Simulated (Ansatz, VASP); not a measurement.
## Two plane-wave programs on ZnS

```xyz
2
Lattice="0.0000 2.6941 2.6941 2.6941 0.0000 2.6941 2.6941 2.6941 0.0000" Properties=species:S:1:pos:R:3 pbc="T T T"
Zn    1.3470    1.3470    1.3470
S     0.0000    0.0000    0.0000
```

Alike in both runs: task single point; functional r2SCAN; k mesh 4 × 4 × 4; no spin polarisation.

|  | VASP | Ansatz |
| --- | --- | --- |
| version | VASP 6.6.1 | Ansatz 0.2.0 |
| potentials or method | VASP PAW PBE potentials, release 64 (Zn, S) | plane waves, PAW |
| plane-wave cutoff (eV) | 550 | 500 |
| occupations | gaussian, width 0.01 eV | fixed |
| valence electrons in the cell | 18 | 18 |

|  | VASP | Ansatz | Ansatz less VASP |
| --- | --- | --- | --- |
| gap on the k mesh at the Fermi level (eV) | 2.71 | 2.70 | -0.010 |

VASP's potentials were made for PBE, not for r2SCAN.

The k mesh is coarse, so the values compare programs but aren't converged.
